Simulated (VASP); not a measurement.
A run of VASP 6.6.1:

INCAR

```
SYSTEM = InAs
PREC = Accurate
ENCUT = 500
EDIFF = 1E-6
ISMEAR = 0
SIGMA = 0.15
LREAL = .FALSE.
LASPH = .TRUE.
NELM = 120
ALGO = Normal
ISIF = 2
LWAVE = .FALSE.
LCHARG = .FALSE.
NBANDS = 16
GGA_COMPAT = .FALSE.
```

File KPOINTS:

```
Automatic mesh
0
G
  14 14 14
  0 0 0
```

Contents of POSCAR:

```
InAs
1.0
    0.0000000000      2.7543114896      2.7543114896
    2.7543114896      0.0000000000      2.7543114896
    2.7543114896      2.7543114896      0.0000000000
In As
1 1
Direct
    0.4776364237      0.5223635763      0.5223635763
    0.0342723764     -0.0342723764     -0.0342723764
```

Potentials or basis: VASP PAW LDA potentials, release 64 (In_d, As).

Launch:

```sh
$ cat potpaw_LDA.64/In_d/POTCAR potpaw_LDA.64/As/POTCAR > POTCAR
$ mpirun -np 1 vasp_std > vasp.out
```

Hardware: 1 thread of Intel Xeon 6975P-C, on a shared host.

**Question.** How long does it take, and how much memory?

**Answer.** Wall time 100 s on 1 thread of Intel Xeon 6975P-C (shared host), peak memory 0.27 GiB. Counts: scf iterations 11, k points 244.
